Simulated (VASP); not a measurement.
# CdS (Fm-3m) in VASP: a series of runs, part 2 of 2

VASP 6.6.1. The steps go on from the part before.

## Step 4: Single point, PBE (21.36 Å³/atom)

This run uses another cell than the first one, of 21.36 Å³/atom.

File INCAR:

```
SYSTEM = CdS
PREC     = Accurate       ! precision mode
ENCUT    = 520            ! plane-wave cutoff, eV
EDIFF    = 1E-6           ! SCF threshold, eV
ISMEAR   = 0              ! smearing method
SIGMA    = 0.01           ! smearing width, eV
LREAL    = .FALSE.        ! projectors in reciprocal space
LASPH    = .TRUE.         ! aspherical terms in the spheres
NELM     = 100            ! most SCF steps
ALGO     = Normal         ! electronic algorithm
ISIF     = 2              ! what is computed and relaxed
LWAVE    = .FALSE.        ! write WAVECAR
LCHARG   = .FALSE.        ! write CHGCAR
GGA      = PE             ! functional
NBANDS   = 16             ! bands
```

File KPOINTS:

```
Automatic mesh
0
G
  12 12 12
  0 0 0
```

File POSCAR:

```
CdS
1.0
    0.0000000000      2.7747033997      2.7747033997
    2.7747033997      0.0000000000      2.7747033997
    2.7747033997      2.7747033997      0.0000000000
Cd S
1 1
Direct
    0.0000000000      0.0000000000      0.0000000000
    0.5000000000      0.5000000000      0.5000000000
```

Potentials or basis: VASP PAW PBE potentials, release 64 (Cd, S).

On the command line:

```sh
> cat potpaw_PBE.64/Cd/POTCAR potpaw_PBE.64/S/POTCAR > POTCAR
> mpirun -np 1 vasp_std > vasp.out
```

OUTCAR:

```text
SYSTEM = CdS
   PREC = Accurate
   ENCUT = 520
   EDIFF = 1E-6
   ISMEAR = 0
   LREAL = .FALSE.
   LASPH = .TRUE.
   NELM = 100
   ISIF = 2
   GGA = PE

 ion  position               nearest neighbor table
   1  0.000  0.000  0.000-   2 2.77   2 2.77   2 2.77   2 2.77   2 2.77   2 2.77
   2  0.500  0.500  0.500-   1 2.77   1 2.77   1 2.77   1 2.77   1 2.77   1 2.77

  LATTYP: Found a face centered cubic cell.
 ALAT       =     5.5494067994

  Lattice vectors:

 A1 = (   0.0000000000,   2.7747033997,   2.7747033997)
 A2 = (   2.7747033997,   0.0000000000,   2.7747033997)
 A3 = (   2.7747033997,   2.7747033997,   0.0000000000)

Analysis of symmetry for initial positions (statically):
=====================================================================
 Subroutine PRICEL returns:
 Original cell was already a primitive cell.

 Routine SETGRP: Setting up the symmetry group for a
 face centered cubic supercell.

 Subroutine GETGRP returns: Found 48 space group operations
 (whereof 48 operations were pure point group operations)
 out of a pool of 48 trial point group operations.

The static configuration has the point symmetry O_h .

Analysis of symmetry for dynamics (positions and initial velocities):
=====================================================================
 Subroutine PRICEL returns:
 Original cell was already a primitive cell.

 Routine SETGRP: Setting up the symmetry group for a
 face centered cubic supercell.

 Subroutine GETGRP returns: Found 48 space group operations
 (whereof 48 operations were pure point group operations)
 out of a pool of 48 trial point group operations.

The dynamic configuration has the point symmetry O_h .

 Subroutine INISYM returns: Found 48 space group operations
 (whereof 48 operations are pure point group operations),
 and found     1 'primitive' translations

----------------------------------------------------------------------------------------

                                     Primitive cell

  volume of cell :      42.7248

  direct lattice vectors                    reciprocal lattice vectors
     0.000000000  2.774703400  2.774703400    -0.180199440  0.180199440  0.180199440
     2.774703400  0.000000000  2.774703400     0.180199440 -0.180199440  0.180199440
     2.774703400  2.774703400  0.000000000     0.180199440  0.180199440 -0.180199440

  length of vectors
     3.924023179  3.924023179  3.924023179     0.312114586  0.312114586  0.312114586

  position of ions in fractional coordinates (direct lattice)
     0.000000000  0.000000000  0.000000000
     0.500000000  0.500000000  0.500000000

  ion indices of the primitive-cell ions
   primitive index   ion index
                 1           1
                 2           2

----------------------------------------------------------------------------------------

 KPOINTS: Automatic mesh

Automatic generation of k-mesh.
 Grid dimensions read from file:
 generate k-points for:   12   12   12

 Generating k-lattice:

  Cartesian coordinates                     Fractional coordinates (reciprocal lattice)
    -0.015016620  0.015016620  0.015016620     0.083333333  0.000000000  0.000000000
     0.015016620 -0.015016620  0.015016620     0.000000000  0.083333333  0.000000000
     0.015016620  0.015016620 -0.015016620     0.000000000  0.000000000  0.083333333

  Length of vectors
     0.026009549  0.026009549  0.026009549

  Shift w.r.t. Gamma in fractional coordinates (k-lattice)
     0.000000000  0.000000000  0.000000000

 Subroutine IBZKPT returns following result:
 ===========================================

 Found     72 irreducible k-points:

 Following reciprocal coordinates:
            Coordinates               Weight
  0.000000  0.000000  0.000000      1.000000
  0.083333  0.000000  0.000000      8.000000
  0.166667  0.000000  0.000000      8.000000
  0.250000  0.000000  0.000000      8.000000
  0.333333  0.000000  0.000000      8.000000
  0.416667  0.000000  0.000000      8.000000
[... 16 lines left out ...]
  0.500000  0.166667  0.000000     24.000000
 -0.416667  0.166667  0.000000     24.000000
 [... further k-points ...]
   k-points           NKPTS =     72   k-points in BZ     NKDIM =     72   number of bands    NBANDS=     16
   number of dos      NEDOS =    301   number of ions     NIONS =      2
   total plane-waves  NPLWV =  27000
   dimension x,y,z NGX =    30 NGY =   30 NGZ =   30
   dimension x,y,z NGXF=    60 NGYF=   60 NGZF=   60
   ions per type =               1   1
   NGX,Y,Z   is equivalent  to a cutoff of  12.71, 12.71, 12.71 a.u.
   NGXF,Y,Z  is equivalent  to a cutoff of  25.42, 25.42, 25.42 a.u.
 SYSTEM =  CdS
   PREC   = accura    normal or accurate (medium, high low for compatibility)
   ISTART =      0    job   : 0-new  1-cont  2-samecut
   ICHARG =      2    charge: 1-file 2-atom 10-const
   ISPIN  =      1    spin polarized calculation?
   LNONCOLLINEAR =      F non collinear calculations
   LSORBIT =      F    spin-orbit coupling
   LASPH  =      T    aspherical Exc in radial PAW
   ENCUT  =  520.0 eV  38.22 Ry    6.18 a.u.   7.30  7.30  7.30*2*pi/ulx,y,z
   NELM   =    100;   NELMIN=  2; NELMDL= -5     # of ELM steps
   EDIFF  = 0.1E-05   stopping-criterion for ELM
   LREAL  =      F    real-space projection
   EDIFFG = 0.1E-04   stopping-criterion for IOM
   NSW    =      0    number of steps for IOM
   IBRION =     -1    ionic relax: 0-MD 1-quasi-New 2-CG
   NFREE  =      0    steps in history (QN), initial steepest desc. (CG)
   ISIF   =      2    stress and relaxation
   ISYM   =      2    0-nonsym 1-usesym 2-fastsym
   POTIM  = 0.5000    time-step for ionic-motion
   TEBEG  =    0.0;   TEEND  =   0.0 temperature during run
   PSTRESS=    0.0 pullay stress
   NELECT =      18.0000    total number of electrons
   NUPDOWN=      -1.0000    fix difference up-down
   EMIN   =  10.00;   EMAX   =-10.00  energy-range for DOS
   EFERMI =   0.00;   METHOD = LEGACY
   ISMEAR =     0;   SIGMA  =   0.01  broadening in eV -4-tet -1-fermi 0-gaus
   EFERMI_NEDOS =   21; number of points for ismear=-14 and -15
   IALGO  =     38    algorithm
   IMIX   =      4    mixing-type and parameters
     AMIX     =   0.40;   BMIX     =  1.00
     AMIX_MAG =   1.60;   BMIX_MAG =  1.00
  volume/ion in A,a.u.               =      21.36       144.16
  Fermi-wavevector in a.u.,A,eV,Ry     =   1.227267  2.319199 20.492886  1.506185
  Thomas-Fermi vector in A             =   2.362237
   LORBIT       =      0    0 simple, 1 ext, 2 COOP (PROOUT), +10 PAW based schemes
   GGA     = PE    functional components
   LHFCALC =     F    Hartree Fock is set to
   AEXX    =    0.0000 exact exchange contribution
   IVDW    =     0    specifies the selected vdW correction
   LEPSILON=     F    determine dielectric tensor
   LRPA    =     F    only Hartree local field effects (RPA)
 non-spin polarized calculation
 Gauss-broadening in eV      SIGMA  =   0.01
  energy-cutoff  :      520.00
  volume of cell :       42.72
 maximum number of plane-waves:      1174
 NGX is ok and might be reduce to    30
   NGX = 15   NGY = 15   NGZ = 15

 number of electron      18.0000002 magnetization

 Free energy of the ion-electron system (eV)
  ---------------------------------------------------
  ext. energy  EPLUGINS =         0.00000000
  ---------------------------------------------------
  free energy    TOTEN  =        -5.87224208 eV

  energy without entropy =       -5.87224208  energy(sigma->0) =       -5.87224208

 E-fermi :   2.6096     XC(G=0): -10.1893

 val. band max:        2.5006796951   @ k =  -0.2500   0.1667   0.0000
 cond. band min:       2.7442866668   @ k =   0.5000   0.5000   0.0000
 fundamental gap:      0.2436069718
 Fermi energy:         2.6096116483

 k-point     1 :       0.0000    0.0000    0.0000
  band No.  band energies     occupation
      1     -10.0135      2.00000
      2      -5.0382      2.00000
      3      -5.0382      2.00000
      4      -5.0382      2.00000
      5      -5.0374      2.00000
      6      -5.0374      2.00000
[... 8 lines left out ...]
     15      13.6544      0.00000
     16      13.6544      0.00000
[... 419 lines left out ...]
 k-point    24 :      -0.4167    0.1667    0.0000
  band No.  band energies     occupation
      1      -9.0125      2.00000
      2      -5.2548      2.00000
      3      -5.1956      2.00000
      4      -5.1057      2.00000
      5      -4.8613      2.00000
      6      -4.8194      2.00000
[... 8 lines left out ...]
     15      14.8113      0.00000
     16      15.8909      0.00000

 [... further k-points ...]

------------------------ aborting loop because EDIFF is reached ----------------------------------------

  FORCE on cell =-STRESS in cart. coord.  units (eV):
  Direction    XX          YY          ZZ          XY          YZ          ZX
  --------------------------------------------------------------------------------------
  -------------------------------------------------------------------------------------
  Total       -0.4435592     -0.4435592     -0.4435592      0.0000000      0.0000000      0.0000000
  in kB      -16.6334567    -16.6334567    -16.6334567      0.0000000      0.0000000      0.0000000
  external PRESSURE =     -16.6334567 kB  Pullay stress =       0.0000000 kB

 VOLUME and BASIS-vectors are now :
 -----------------------------------------------------------------------------
  energy-cutoff  :      520.00
  volume of cell :       42.72
      direct lattice vectors                 reciprocal lattice vectors
     0.000000000  2.774703400  2.774703400    -0.180199440  0.180199440  0.180199440
     2.774703400  0.000000000  2.774703400     0.180199440 -0.180199440  0.180199440
     2.774703400  2.774703400  0.000000000     0.180199440  0.180199440 -0.180199440

 POSITION                                       TOTAL-FORCE (eV/Angst)
 -----------------------------------------------------------------------------------
      0.00000      0.00000      0.00000        -0.000000      0.000000      0.000000
      2.77470      2.77470      2.77470         0.000000     -0.000000     -0.000000
 -----------------------------------------------------------------------------------
    total drift:                               -0.000000      0.000000      0.000000

  FREE ENERGIE OF THE ION-ELECTRON SYSTEM (eV)
  ---------------------------------------------------
  free  energy   TOTEN  =        -5.8722420811 eV

  energy  without entropy=       -5.8722420811  energy(sigma->0) =       -5.87224208
```

Wall time 28 s (1 thread of Intel Xeon Platinum 8488C (Sapphire Rapids), shared host); peak memory 0.19 GiB.

What came out:

```
Free energy            : -5.8722 eV
Pressure               : -1.7 GPa
Band gap on the k mesh : 0.24 eV (least direct gap 1.38 eV)
```

Caveat: semilocal functionals underestimate gaps, and a narrow one can read as zero. A k mesh can miss the band edges.

## Step 5: Single point, PBE (21.98 Å³/atom)

This run uses another cell than the first one, of 21.98 Å³/atom.

File INCAR:

```
PREC = Accurate ; ENCUT = 520
EDIFF = 1E-6 ; ISMEAR = 0
SIGMA = 0.01 ; LREAL = F
LASPH = T ; NELM = 60
ALGO = Normal ; ISIF = 2
LWAVE = F ; LCHARG = F
GGA = PE ; NBANDS = 16
```

File KPOINTS:

```
Automatic mesh
0
Gamma
  12 12 12
```

File POSCAR:

```
CdS
1.0
    0.0000000000      2.8013848769      2.8013848769
    2.8013848769      0.0000000000      2.8013848769
    2.8013848769      2.8013848769      0.0000000000
Cd S
1 1
Direct
    0.0000000000      0.0000000000      0.0000000000
    0.5000000000      0.5000000000      0.5000000000
```

Potentials or basis: VASP PAW PBE potentials, release 64 (Cd, S).

On the command line:

```sh
> cat potpaw_PBE.64/Cd/POTCAR potpaw_PBE.64/S/POTCAR > POTCAR
> mpirun -np 1 vasp_std > vasp.out
```

OUTCAR:

```text
PREC = Accurate
   ENCUT = 520
   EDIFF = 1E-6
   ISMEAR = 0
   LREAL = F
   LASPH = T
   NELM = 60
   ISIF = 2
   GGA = PE

 ion  position               nearest neighbor table
   1  0.000  0.000  0.000-   2 2.80   2 2.80   2 2.80   2 2.80   2 2.80   2 2.80
   2  0.500  0.500  0.500-   1 2.80   1 2.80   1 2.80   1 2.80   1 2.80   1 2.80

  LATTYP: Found a face centered cubic cell.
 ALAT       =     5.6027697538

  Lattice vectors:

[... 641 lines left out ...]

 [... further k-points ...]

------------------------ aborting loop because EDIFF is reached ----------------------------------------

  FORCE on cell =-STRESS in cart. coord.  units (eV):
  Direction    XX          YY          ZZ          XY          YZ          ZX
  --------------------------------------------------------------------------------------
  -------------------------------------------------------------------------------------
  Total       -0.9265026     -0.9265026     -0.9265026      0.0000000      0.0000000     -0.0000000
  in kB      -33.7605025    -33.7605025    -33.7605025      0.0000000      0.0000000     -0.0000000
  external PRESSURE =     -33.7605025 kB  Pullay stress =       0.0000000 kB

 VOLUME and BASIS-vectors are now :
 -----------------------------------------------------------------------------
  energy-cutoff  :      520.00
  volume of cell :       43.97
      direct lattice vectors                 reciprocal lattice vectors
     0.000000000  2.801384877  2.801384877    -0.178483151  0.178483151  0.178483151
     2.801384877  0.000000000  2.801384877     0.178483151 -0.178483151  0.178483151
     2.801384877  2.801384877  0.000000000     0.178483151  0.178483151 -0.178483151

 POSITION                                       TOTAL-FORCE (eV/Angst)
 -----------------------------------------------------------------------------------
      0.00000      0.00000      0.00000        -0.000000      0.000000     -0.000000
      2.80138      2.80138      2.80138         0.000000     -0.000000      0.000000
 -----------------------------------------------------------------------------------
    total drift:                               -0.000000      0.000000      0.000000

  FREE ENERGIE OF THE ION-ELECTRON SYSTEM (eV)
  ---------------------------------------------------
  free  energy   TOTEN  =        -5.8527721996 eV

  energy  without entropy=       -5.8527721996  energy(sigma->0) =       -5.85277220
```

It took 29 s on 1 thread of Intel Xeon Platinum 8488C (Sapphire Rapids), shared host; peak memory 0.2 GiB.

Results:

```yaml
Free_energy: -5.8528 eV
Pressure: -3.4 GPa
Band_gap_on_the_k_mesh: 0.24 eV (least direct gap 1.21 eV)
```

Caveat: the cell stands under tension; semilocal functionals underestimate gaps, and a narrow one can read as zero. A k mesh can miss the band edges.

## Step 6: Overview

```tsv
cell	gap on the mesh (eV)	pressure (GPa)
a = 3.806 Å, angles 60.0°, 2 atoms	0.25	5.7
a = 3.846 Å, angles 60.0°, 2 atoms	0.25	2.8
a = 3.924 Å, angles 60.0°, 2 atoms	0.24	-1.7
a = 3.962 Å, angles 60.0°, 2 atoms	0.24	-3.4
```

Alike in all rows: task single point; level PBE; potentials or basis VASP PAW PBE potentials, release 64 (Cd, S); no spin polarisation; k mesh 12 × 12 × 12; cutoff (eV) 520; smearing gaussian 0.01 eV.

Caveats: semilocal functionals underestimate gaps, and a narrow one can read as zero; the cell stands under pressure (at least some runs); the cell stands under tension (at least some runs).

Absolute energies hang on the potentials; compare differences alone.
